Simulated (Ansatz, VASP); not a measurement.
# Tl in VASP and in Ansatz

```
Tl
1.0
     9.00000    0.00000    0.00000
     0.00000    9.00000    0.00000
     0.00000    0.00000   12.20000
Tl
2
Direct
  0.50000 0.50000 0.63146
  0.50000 0.50000 0.36885
```

Alike in both runs: task single point; functional PBE; k mesh 1 × 1 × 1; occupations gaussian, width 0.01 eV; non-collinear spin, spin-orbit coupling.

|  | VASP | Ansatz |
| --- | --- | --- |
| version | VASP 6.6.1 | Ansatz 0.2.0 |
| potentials or method | VASP PAW PBE potentials, release 64 (Tl_d), cutoff 520 eV | plane waves, PAW |
| valence electrons in the cell | 26 | 26 |

|  | VASP | Ansatz | Ansatz less VASP |
| --- | --- | --- | --- |
| rms of the force components (eV/Å) | 0.043 | 0.052 | +0.0089 |
| net moment per atom (μB) | 0.91 | 0.89 | -0.021 |

Atom by atom the forces differ by 0.009 eV/Å (rms over components). With one functional, cell and mesh, what is left measures potentials, basis and numerics. Ansatz's warnings: xc potential rough in thin density.
